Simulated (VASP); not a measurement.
Here is a VASP 6.6.1 calculation.

INCAR

```
SYSTEM = BW3
PREC = Accurate ; ENCUT = 600
EDIFF = 1E-7 ; ISMEAR = 0
SIGMA = 0.1 ; LREAL = .FALSE.
LASPH = .TRUE. ; NELM = 80
ALGO = Fast ; ISIF = 3
LWAVE = .FALSE. ; LCHARG = .FALSE.
GGA = PE ; IBRION = 2
NSW = 100 ; EDIFFG = -0.01
```

Contents of KPOINTS:

```
Automatic mesh
0
G
  12 12 12
  0 0 0
```

POSCAR

```
BW3
1.0
    3.8252001640      0.0000000000      0.0000000000
    0.0000000000      3.8252001640      0.0000000000
    0.0000000000      0.0000000000      3.8252001640
B W
1 3
Direct
    0.0000000000      0.0000000000      0.0000000000
    0.0000000000      0.5000000000      0.5000000000
    0.5000000000      0.0000000000      0.5000000000
    0.5000000000      0.5000000000      0.0000000000
```

Potentials or basis: VASP PAW PBE potentials, release 64 (B, W_sv).

Run with:

```sh
$ cat potpaw_PBE.64/B/POTCAR potpaw_PBE.64/W_sv/POTCAR > POTCAR
$ mpirun -np 1 vasp_std > vasp.out
```

(1) Predict the space group after relaxing (to 0.1 Å).

(2) Estimate the relaxed volume.

(3) Estimate the band gap on the k mesh.

Results:

(1) Pm-3m (No. 221).

(2) 14.05 Å³/atom.

(3) zero (an odd number of electrons rules out a gap without spin polarisation).

Caveat: spin-orbit coupling is left out, which moves the levels of the heavy elements.
